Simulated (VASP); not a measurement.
Set up this calculation in VASP 6.6.1, as the native input.

- Task: density of states
- Functional: PBE
- Potentials or basis: VASP PAW PBE potentials, release 64 (Rh_pv)
- Cutoff: 520 eV
- k mesh: 15 × 15 × 15
- Occupations: fermi-dirac, width 0.1 eV
- Spin: no spin polarisation
- Dipole correction: no
- k mesh for the DOS: 23 × 23 × 23
- Occupations for the DOS: tetrahedron
- Further INCAR settings: ALGO = Normal; EDIFF = 1e-06

Rh:

```xyz
1
Lattice="1.8694 0.0000 0.0000 0.0000 1.8694 0.0000 0.0000 0.0000 1.8694" Properties=species:S:1:pos:R:3 pbc="T T T"
Rh    0.0000    0.0000    0.0000
```

This cell differs from its parent crystal: volume scaled by 0.4.

These files were run (other wordings do the same):

POSCAR

```
Rh
1.0
    1.8694094899      0.0000000000      0.0000000000
    0.0000000000      1.8694094899      0.0000000000
    0.0000000000      0.0000000000      1.8694094899
Rh
1
Direct
    0.0000000000      0.0000000000      0.0000000000
```

INCAR.step1

```
SYSTEM = Rh
ALGO = Normal
EDIFF = 1E-6
ENCUT = 520
GGA = PE
ISIF = 2
ISMEAR = -1
LASPH = .True.
LCHARG = .True.
LMAXMIX = 4
LREAL = .False.
LWAVE = .False.
NBANDS = 14
NELM = 100
PREC = Accurate
SIGMA = 0.1
```

KPOINTS.step1

```
k-points
0
Gamma
  15 15 15
  0 0 0
```

INCAR.step2

```
SYSTEM = Rh
ALGO = Normal
EDIFF = 1E-6
ENCUT = 520
GGA = PE
ICHARG = 11
ISIF = 2
ISMEAR = -5
LASPH = .True.
LCHARG = .False.
LMAXMIX = 4
LORBIT = 11
LREAL = .False.
LWAVE = .False.
NEDOS = 1001
NELM = 100
PREC = Accurate
SIGMA = 0.1
```

KPOINTS.step2

```
k-points
0
Gamma
  23 23 23
  0 0 0
```

Potentials or basis: VASP PAW PBE potentials, release 64 (Rh_pv).

Command:

```bash
$ cat potpaw_PBE.64/Rh_pv/POTCAR > POTCAR
$ cp INCAR.step1 INCAR
$ cp KPOINTS.step1 KPOINTS
$ mpirun -np 1 vasp_std > vasp.out
$ cp INCAR.step2 INCAR
$ cp KPOINTS.step2 KPOINTS
$ mpirun -np 1 vasp_std > vasp.out
```

It took 28 s on 1 thread of Intel Xeon 8259CL, with other jobs on the host, peak memory 0.14 GiB.
